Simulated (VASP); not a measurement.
# FeCo (Pm-3m) in VASP: notebook

Runs on FeCo. Level: PBEsol. Tasks: single point, relaxation of cell and atoms.

All numbers are computed with VASP 6.6.1; they aren't measurements. Logs are shortened: lines on timing, memory, paths and dates and some standing lists are left out, and cuts for length are marked.

**1. The cell of the first run**

The structure is cubic, space group Pm-3m (No. 221). Conventional cell: a = 2.637 Å, b = 2.637 Å, c = 2.637 Å, α = 90.00°, β = 90.00°, γ = 90.00°. Within 3.0 Å of Fe (site symmetry m-3m) lie 8 Co at 2.28 Å and 6 Fe at 2.64 Å. Within 3.0 Å of Co (site symmetry m-3m) lie 8 Fe at 2.28 Å and 6 Co at 2.64 Å.

**2. Single point, PBEsol, collinear spin, ferromagnetic start**

File INCAR:

```
SYSTEM = FeCo
ALGO = Normal
EDIFF = 1E-6
ENCUT = 600
GGA = PS
GGA_COMPAT = .FALSE.
ISIF = 2
ISMEAR = 0
ISPIN = 2
LASPH = .TRUE.
LCHARG = .FALSE.
LMAXMIX = 4
LORBIT = 11
LREAL = .FALSE.
LWAVE = .FALSE.
MAGMOM = 2.8 1.94
NBANDS = 20
NELM = 200
PREC = Accurate
SIGMA = 0.1
```

File KPOINTS:

```
k-points
0
G
  16 16 16
  0 0 0
```

File POSCAR:

```
FeCo
1.0
    2.6367835598      0.0000000000      0.0000000000
    0.0000000000      2.6367835598      0.0000000000
    0.0000000000      0.0000000000      2.6367835598
Fe Co
1 1
Direct
    0.0000000000      0.0000000000      0.0000000000
    0.5000000000      0.5000000000      0.5000000000
```

Potentials or basis: VASP PAW PBE potentials, release 64 (Fe, Co).

Command:

```sh
$ cat potpaw_PBE.64/Fe/POTCAR potpaw_PBE.64/Co/POTCAR > POTCAR
$ mpirun -np 1 vasp_std > vasp.out
```

OUTCAR:

```text
SYSTEM = FeCo
   EDIFF = 1E-6
   ENCUT = 600
   GGA = PS
   ISIF = 2
   ISMEAR = 0
   ISPIN = 2
   LASPH = .TRUE.
   LORBIT = 11
   LREAL = .FALSE.
   NELM = 200
   PREC = Accurate

 ion  position               nearest neighbor table
   1  0.000  0.000  0.000-   2 2.28   2 2.28   2 2.28   2 2.28   2 2.28   2 2.28   2 2.28   2 2.28

   2  0.500  0.500  0.500-   1 2.28   1 2.28   1 2.28   1 2.28   1 2.28   1 2.28   1 2.28   1 2.28

  LATTYP: Found a simple cubic cell.
 ALAT       =     2.6367835598

  Lattice vectors:

 A1 = (   2.6367835598,   0.0000000000,   0.0000000000)
 A2 = (   0.0000000000,   2.6367835598,   0.0000000000)
 A3 = (   0.0000000000,   0.0000000000,   2.6367835598)

Analysis of symmetry for initial positions (statically):
=====================================================================
 Subroutine PRICEL returns:
 Original cell was already a primitive cell.

 Routine SETGRP: Setting up the symmetry group for a
 simple cubic supercell.

 Subroutine GETGRP returns: Found 48 space group operations
 (whereof 48 operations were pure point group operations)
 out of a pool of 48 trial point group operations.

The static configuration has the point symmetry O_h .

Analysis of symmetry for dynamics (positions and initial velocities):
=====================================================================
 Subroutine PRICEL returns:
 Original cell was already a primitive cell.

 Routine SETGRP: Setting up the symmetry group for a
 simple cubic supercell.

 Subroutine GETGRP returns: Found 48 space group operations
 (whereof 48 operations were pure point group operations)
 out of a pool of 48 trial point group operations.

The dynamic configuration has the point symmetry O_h .

Analysis of structural, dynamic, and magnetic symmetry:
=====================================================================
 Subroutine PRICEL returns:
 Original cell was already a primitive cell.

 Routine SETGRP: Setting up the symmetry group for a
 simple cubic supercell.

 Subroutine GETGRP returns: Found 48 space group operations
 (whereof 48 operations were pure point group operations)
 out of a pool of 48 trial point group operations.

The overall configuration has the point symmetry O_h .

 Subroutine INISYM returns: Found 48 space group operations
 (whereof 48 operations are pure point group operations),
 and found     1 'primitive' translations

----------------------------------------------------------------------------------------

                                     Primitive cell

  volume of cell :      18.3326

  direct lattice vectors                    reciprocal lattice vectors
     2.636783560  0.000000000  0.000000000     0.379249937  0.000000000  0.000000000
     0.000000000  2.636783560  0.000000000     0.000000000  0.379249937  0.000000000
     0.000000000  0.000000000  2.636783560     0.000000000  0.000000000  0.379249937

  length of vectors
     2.636783560  2.636783560  2.636783560     0.379249937  0.379249937  0.379249937

  position of ions in fractional coordinates (direct lattice)
     0.000000000  0.000000000  0.000000000
     0.500000000  0.500000000  0.500000000

  ion indices of the primitive-cell ions
   primitive index   ion index
                 1           1
                 2           2

----------------------------------------------------------------------------------------

 KPOINTS: k-points

Automatic generation of k-mesh.
 Grid dimensions read from file:
 generate k-points for:   16   16   16

 Generating k-lattice:

  Cartesian coordinates                     Fractional coordinates (reciprocal lattice)
     0.023703121  0.000000000  0.000000000     0.062500000  0.000000000  0.000000000
     0.000000000  0.023703121  0.000000000     0.000000000  0.062500000  0.000000000
     0.000000000  0.000000000  0.023703121     0.000000000  0.000000000  0.062500000

  Length of vectors
     0.023703121  0.023703121  0.023703121

  Shift w.r.t. Gamma in fractional coordinates (k-lattice)
     0.000000000  0.000000000  0.000000000

 Subroutine IBZKPT returns following result:
 ===========================================

 Found    165 irreducible k-points:

 Following reciprocal coordinates:
            Coordinates               Weight
  0.000000  0.000000  0.000000      1.000000
  0.062500  0.000000  0.000000      6.000000
  0.125000  0.000000  0.000000      6.000000
  0.187500  0.000000  0.000000      6.000000
  0.250000  0.000000  0.000000      6.000000
  0.312500  0.000000  0.000000      6.000000
[... 16 lines left out ...]
  0.437500  0.125000  0.000000     24.000000
  0.500000  0.125000  0.000000     12.000000
 [... further k-points ...]
   k-points           NKPTS =    165   k-points in BZ     NKDIM =    165   number of bands    NBANDS=     20
   number of dos      NEDOS =    301   number of ions     NIONS =      2
   total plane-waves  NPLWV =  13824
   dimension x,y,z NGX =    24 NGY =   24 NGZ =   24
   dimension x,y,z NGXF=    48 NGYF=   48 NGZF=   48
   ions per type =               1   1
   NGX,Y,Z   is equivalent  to a cutoff of  15.13, 15.13, 15.13 a.u.
   NGXF,Y,Z  is equivalent  to a cutoff of  30.26, 30.26, 30.26 a.u.
 SYSTEM =  FeCo
   PREC   = accura    normal or accurate (medium, high low for compatibility)
   ISTART =      0    job   : 0-new  1-cont  2-samecut
   ICHARG =      2    charge: 1-file 2-atom 10-const
   ISPIN  =      2    spin polarized calculation?
   LNONCOLLINEAR =      F non collinear calculations
   LSORBIT =      F    spin-orbit coupling
   LASPH  =      T    aspherical Exc in radial PAW
   ENCUT  =  600.0 eV  44.10 Ry    6.64 a.u.   5.27  5.27  5.27*2*pi/ulx,y,z
   NELM   =    200;   NELMIN=  2; NELMDL= -5     # of ELM steps
   EDIFF  = 0.1E-05   stopping-criterion for ELM
   LREAL  =      F    real-space projection
   EDIFFG = 0.1E-04   stopping-criterion for IOM
   NSW    =      0    number of steps for IOM
   IBRION =     -1    ionic relax: 0-MD 1-quasi-New 2-CG
   NFREE  =      0    steps in history (QN), initial steepest desc. (CG)
   ISIF   =      2    stress and relaxation
   ISYM   =      2    0-nonsym 1-usesym 2-fastsym
   POTIM  = 0.5000    time-step for ionic-motion
   TEBEG  =    0.0;   TEEND  =   0.0 temperature during run
   PSTRESS=    0.0 pullay stress
   NELECT =      17.0000    total number of electrons
   NUPDOWN=      -1.0000    fix difference up-down
   EMIN   =  10.00;   EMAX   =-10.00  energy-range for DOS
   EFERMI =   0.00;   METHOD = LEGACY
   ISMEAR =     0;   SIGMA  =   0.10  broadening in eV -4-tet -1-fermi 0-gaus
   EFERMI_NEDOS =   21; number of points for ismear=-14 and -15
   IALGO  =     38    algorithm
   IMIX   =      4    mixing-type and parameters
     AMIX     =   0.40;   BMIX     =  1.00
     AMIX_MAG =   1.60;   BMIX_MAG =  1.00
  volume/ion in A,a.u.               =       9.17        61.86
  Fermi-wavevector in a.u.,A,eV,Ry     =   1.596430  3.016816 34.675672  2.548590
  Thomas-Fermi vector in A             =   2.694194
   LORBIT       =     11    0 simple, 1 ext, 2 COOP (PROOUT), +10 PAW based schemes
   GGA     = PS    functional components
   LHFCALC =     F    Hartree Fock is set to
   AEXX    =    0.0000 exact exchange contribution
   IVDW    =     0    specifies the selected vdW correction
   LEPSILON=     F    determine dielectric tensor
   LRPA    =     F    only Hartree local field effects (RPA)
 spin polarized calculation
 Gauss-broadening in eV      SIGMA  =   0.10
  energy-cutoff  :      600.00
  volume of cell :       18.33
 maximum number of plane-waves:       627
 NGX is ok and might be reduce to    24
   NGX = 11   NGY = 11   NGZ = 11

 number of electron      17.0000003 magnetization       4.1070540

 Free energy of the ion-electron system (eV)
  ---------------------------------------------------
  ext. energy  EPLUGINS =         0.00000000
  ---------------------------------------------------
  free energy    TOTEN  =       -16.15414778 eV

  energy without entropy =      -16.14463286  energy(sigma->0) =      -16.14939032

 E-fermi :  10.8502     XC(G=0): -14.5639

 val. band max:       10.8390291434   @ k =   0.4375   0.2500   0.0625
 cond. band min:      10.8515369416   @ k =   0.3750   0.1875   0.1250
 fundamental gap:      0.0125077983
 Fermi energy:        10.8501732517

 spin component 1

 k-point     1 :       0.0000    0.0000    0.0000
  band No.  band energies     occupation
      1       0.4426      1.00000
      2       4.1763      1.00000
      3       4.1763      1.00000
      4       7.4285      1.00000
      5       7.4285      1.00000
      6       7.4285      1.00000
[... 12 lines left out ...]
     19      37.5970      0.00000
     20      37.5970      0.00000

 k-point     2 :       0.0625    0.0000    0.0000
  band No.  band energies     occupation
      1       0.5381      1.00000
      2       4.2203      1.00000
      3       4.2250      1.00000
      4       7.4269      1.00000
      5       7.4269      1.00000
      6       7.4566      1.00000
[... 12 lines left out ...]
     19      37.5753      0.00000
     20      37.5753      0.00000

 k-point     3 :       0.1250    0.0000    0.0000
  band No.  band energies     occupation
      1       0.8207      1.00000
      2       4.3511      1.00000
      3       4.3636      1.00000
      4       7.4250      1.00000
      5       7.4250      1.00000
      6       7.5400      1.00000
[... 12 lines left out ...]
     19      37.4386      0.00000
     20      37.4386      0.00000

 k-point     4 :       0.1875    0.0000    0.0000
  band No.  band energies     occupation
      1       1.2779      1.00000
      2       4.5649      1.00000
      3       4.5698      1.00000
      4       7.4303      1.00000
      5       7.4303      1.00000
      6       7.6759      1.00000
[... 429 lines left out ...]
 k-point    23 :       0.4375    0.1250    0.0000
  band No.  band energies     occupation
      1       4.2470      1.00000
      2       5.0841      1.00000
      3       6.1229      1.00000
      4       6.8892      1.00000
      5       7.2387      1.00000
      6       7.6790      1.00000
[... 12 lines left out ...]
     19      34.9638      0.00000
     20      37.1373      0.00000

 k-point    24 :       0.5000    0.1250    0.0000
  band No.  band energies     occupation
      1       4.7307      1.00000
      2       4.8051      1.00000
      3       6.4254      1.00000
      4       6.6243      1.00000
      5       7.4022      1.00000
      6       7.4477      1.00000
[... 12 lines left out ...]
     19      35.7802      0.00000
     20      36.1496      0.00000

 [... further k-points ...]

 spin component 2

 k-point     1 :       0.0000    0.0000    0.0000
  band No.  band energies     occupation
      1       0.7453      1.00000
      2       5.7924      1.00000
      3       5.7924      1.00000
      4       9.1885      1.00000
      5       9.1885      1.00000
      6       9.1885      1.00000
[... 12 lines left out ...]
     19      37.6143      0.00000
     20      37.6143      0.00000

 k-point     2 :       0.0625    0.0000    0.0000
  band No.  band energies     occupation
      1       0.8413      1.00000
      2       5.8369      1.00000
      3       5.8415      1.00000
      4       9.1828      1.00000
      5       9.1828      1.00000
      6       9.2171      1.00000
[... 12 lines left out ...]
     19      37.6166      0.00000
     20      37.6166      0.00000

 k-point     3 :       0.1250    0.0000    0.0000
  band No.  band energies     occupation
      1       1.1260      1.00000
      2       5.9606      1.00000
      3       5.9877      1.00000
      4       9.1688      1.00000
      5       9.1688      1.00000
      6       9.3013      1.00000
[... 12 lines left out ...]
     19      37.5612      0.00000
     20      37.7281      0.00000

 k-point     4 :       0.1875    0.0000    0.0000
  band No.  band energies     occupation
      1       1.5885      1.00000
      2       6.1335      1.00000
      3       6.2269      1.00000
      4       9.1547      1.00000
      5       9.1547      1.00000
      6       9.4373      1.00000
[... 429 lines left out ...]
 k-point    23 :       0.4375    0.1250    0.0000
  band No.  band energies     occupation
      1       4.8246      1.00000
      2       6.1019      1.00000
      3       7.8607      1.00000
      4       8.6692      1.00000
      5       8.8729      1.00000
      6       9.3814      1.00000
[... 12 lines left out ...]
     19      35.4981      0.00000
     20      37.6502      0.00000

 k-point    24 :       0.5000    0.1250    0.0000
  band No.  band energies     occupation
      1       5.4636      1.00000
      2       5.6245      1.00000
      3       8.1325      1.00000
      4       8.4797      1.00000
      5       8.9436      1.00000
      6       9.2491      1.00000
[... 12 lines left out ...]
     19      36.2851      0.00000
     20      36.6822      0.00000

 [... further k-points ...]

------------------------ aborting loop because EDIFF is reached ----------------------------------------

  FORCE on cell =-STRESS in cart. coord.  units (eV):
  Direction    XX          YY          ZZ          XY          YZ          ZX
  --------------------------------------------------------------------------------------
  -------------------------------------------------------------------------------------
  Total        6.7344106      6.7344106      6.7344106      0.0000000      0.0000000     -0.0000000
  in kB      588.5545555    588.5545555    588.5545555      0.0000000      0.0000000     -0.0000000
  external PRESSURE =     588.5545555 kB  Pullay stress =       0.0000000 kB

 VOLUME and BASIS-vectors are now :
 -----------------------------------------------------------------------------
  energy-cutoff  :      600.00
  volume of cell :       18.33
      direct lattice vectors                 reciprocal lattice vectors
     2.636783560  0.000000000  0.000000000     0.379249937  0.000000000  0.000000000
     0.000000000  2.636783560  0.000000000     0.000000000  0.379249937  0.000000000
     0.000000000  0.000000000  2.636783560     0.000000000  0.000000000  0.379249937

 POSITION                                       TOTAL-FORCE (eV/Angst)
 -----------------------------------------------------------------------------------
      0.00000      0.00000      0.00000         0.000000      0.000000      0.000000
      1.31839      1.31839      1.31839         0.000000      0.000000      0.000000
 -----------------------------------------------------------------------------------
    total drift:                                0.000000      0.000000     -0.000000

  FREE ENERGIE OF THE ION-ELECTRON SYSTEM (eV)
  ---------------------------------------------------
  free  energy   TOTEN  =       -16.1541477784 eV

  energy  without entropy=      -16.1446328583  energy(sigma->0) =      -16.14939032

 total charge

# of ion       s       p       d       tot
------------------------------------------
    1        0.577   0.749   6.412   7.739
    2        0.591   0.730   7.416   8.737
--------------------------------------------------
tot          1.168   1.480  13.827  16.475

 magnetization (x)

# of ion       s       p       d       tot
------------------------------------------
    1       -0.008  -0.039   2.453   2.406
    2       -0.006  -0.043   1.687   1.637
--------------------------------------------------
tot         -0.014  -0.082   4.139   4.043
```

Wall time 2.7 min (1 thread of Oxide Virtual Turin-like, shared host); peak memory 0.2 GiB.

Results:

```yaml
Free_energy: -16.1541 eV
Pressure: 58.9 GPa
Net_moment: 4.11 μB per cell
Site_moments: Fe +2.41; Co +1.64 μB
Valence_electrons_inside_the_program's_atomic_spheres: Fe 7.74; Co 8.74
```

Caveat: the cell stands under pressure; the PAW data sets were made with another functional, which shifts forces and pressure a little.

(Continued in part 2 of 2.)
